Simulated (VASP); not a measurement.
The system is CdTe.

```
Te Cd
1.0
     0.00000    3.16168    3.16168
     3.16168    0.00000    3.16168
     3.16168    3.16168    0.00000
Te Cd
1 1
Direct
  0.75000 0.75000 0.75000
  0.00000 0.00000 0.00000
```

This cell differs from its parent crystal: volume scaled by 0.96.

Base run:

| Item | Value |
| --- | --- |
| Program | VASP 6.6.1 |
| Functional | PBE |
| Potentials or basis | VASP PAW PBE potentials, release 64 (Te, Cd) |
| Cutoff | 520 eV |
| k mesh | 7 × 7 × 7 |
| Occupations | fermi-dirac, width 0.05 eV |
| Spin | no spin polarisation |

Its results: band gap on the k mesh 1.00 eV, direct; pressure 6.8 GPa.

Q: The run is repeated on the same cell with these changes: functional from PBE to PBE0; k mesh from 7 × 7 × 7 to 4 × 4 × 4. What comes out?

A: Band gap on the k mesh 2.50 eV, direct; pressure 5.8 GPa.

Several settings changed at once, so the effect can't be laid on one alone.

Caveats: some runs use coarse meshes; spin-orbit coupling is left out, which moves the levels of the heavy elements; the PAW data sets were made with another functional, which shifts forces and pressure a little (some runs).

